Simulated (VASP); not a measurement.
BN: single point with LDA

BN:

```xyz
4
Lattice="2.5065 0.0000 0.0000 -1.2533 2.1707 0.0000 0.0000 0.0000 4.2307" Properties=species:S:1:pos:R:3 pbc="T T T"
B     1.2533    0.7236    4.2290
B     0.0000    1.4472    2.1136
N     1.2533    0.7236    2.6460
N     0.0000    1.4472    0.5306
```

This cell differs from its parent crystal: strain +e along x and -e along y +0.0000, strain +e along z and -e/2 along x and y +0.0133.

| Quantity | Value |
| --- | --- |
| Program | VASP 6.6.1 |
| Task | single point |
| Functional | LDA |
| Potentials or basis | VASP PAW LDA potentials, release 64 (B, N) |
| Cutoff | 600 eV |
| k mesh | 12 × 12 × 6 |
| Occupations | gaussian, width 0.05 eV |
| Spin | no spin polarisation |
| Dipole correction | no |
| Further INCAR settings | ALGO = Normal; EDIFF = 1e-06; NBANDS = 16 |

- Pressure: 0.8 GPa
- Largest force: 0.005 eV/Å
- Band gap on the k mesh: 4.82 eV (least direct gap 7.98 eV)

Forces on the atoms (eV/Å):
```
B    0.000  0.000 -0.005
B    0.000  0.000 -0.005
N    0.000  0.000  0.005
N    0.000  0.000  0.005
```

Stress tensor (GPa, compression positive):
```
  7.56   0.00   0.00
  0.00   7.56   0.00
  0.00   0.00 -12.65
```

Levels at points of the mesh, in eV from the valence-band top:
| k point | band 5 | band 6 | band 7 | band 8 | band 9 | band 10 | band 11 | band 12 |
| --- | --- | --- | --- | --- | --- | --- | --- | --- |
| (0.00, 0.00, 0.00) | -2.04 | -0.40 | 0.00 | 0.00 | 7.98 | 8.52 | 8.52 | 10.32 |
| (0.50, 0.00, 0.00) | -7.04 | -5.04 | -4.58 | -2.26 | 6.90 | 7.72 | 10.71 | 11.72 |
| (0.00, 0.00, 0.50) | -1.13 | -1.13 | -1.13 | -1.13 | 9.93 | 9.93 | 10.05 | 10.05 |
| (0.50, 0.00, 0.50) | -3.85 | -3.85 | -3.79 | -3.79 | 6.49 | 6.49 | 10.04 | 10.04 |

Run time: 38 s on 1 thread of Intel Xeon 8259CL, with other jobs on the host, peak memory 0.14 GiB.

Caveat: the cell differs from its parent crystal (strain +e along x and -e along y +0.0000, strain +e along z and -e/2 along x and y +0.0133). A k mesh can miss the band edges.
